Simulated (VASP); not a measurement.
The system is Sb2W (CdI2 type).

```xyz
3
Lattice="4.0134 0.0000 0.0000 -2.0067 3.4757 0.0000 0.0000 0.0000 6.4215" Properties=species:S:1:pos:R:3 pbc="T T T"
W     0.0000    0.0000    0.0000
Sb    0.0000    2.3172    1.6054
Sb    2.0067    1.1586    4.8161
```

| Property | Result |
| --- | --- |
| Program | VASP 6.6.1 |
| Task | relaxation of cell and atoms |
| Functional | PBE |
| Potentials or basis | VASP PAW PBE potentials, release 64 (W_sv, Sb) |
| Cutoff | 600 eV |
| k mesh | 12 × 12 × 7 |
| Occupations | fermi-dirac, width 0.05 eV |
| Spin | no spin polarisation |

At the start: pressure -7.2 GPa; volume 29.86 Å³/atom.

Task: Where does the relaxation end?

Result: Over 22 steps the energy falls by 357.4 meV/atom and the volume is 23.17 Å³/atom (-22.4 %); space group P-3m1 (No. 164, to 0.05 Å).

The path:
```
step  energy change (eV)  largest force (eV/Å)  pressure (GPa)  volume (Å³)
   1              0.0000                0.1228           -7.18        89.58
   2             -0.2384                2.9702            9.44        73.23
   3             -0.3434                1.8571            2.04        78.41
   4             -0.8311                1.4941            2.85        73.27
   5             -1.0056                0.8831            4.80        69.16
   6             -1.0040                0.7243            5.48        68.24
   7             -0.8582                1.1350           -8.12        76.42
   8             -1.0590                0.0155           -0.05        70.89
   9             -1.0591                0.0031            0.08        70.81
  10             -1.0590                0.0161            0.17        70.76
  11             -1.0622                0.0614            0.04        70.88
  12             -1.0642                0.1336           -0.13        71.05
  13             -1.0664                0.1042           -0.23        70.87
  14             -1.0707                0.0136           -0.50        70.32
  15             -1.0658                0.1996           -0.84        69.18
  16             -1.0713                0.0121           -0.54        70.09
  17             -1.0717                0.0703            0.49        69.24
  18             -1.0721                0.0363            0.05        69.59
  19             -1.0722                0.0143            0.04        69.52
  20             -1.0722                0.0036            0.04        69.48
  21             -1.0722                0.0040           -0.04        69.54
  22             -1.0722                0.0001            0.00        69.51
```

Final structure:
```xyz
3
Lattice="3.4694 0.0000 0.0000 -1.7347 3.0046 0.0000 0.0000 0.0000 6.6679" Properties=species:S:1:pos:R:3 pbc="T T T"
W     0.0000    0.0000    0.0000
Sb    0.0000    2.0031    1.9094
Sb    1.7347    1.0015    4.7584
```

Caveat: the volume moved by over 15 % at a fixed basis, so the end points are rough.
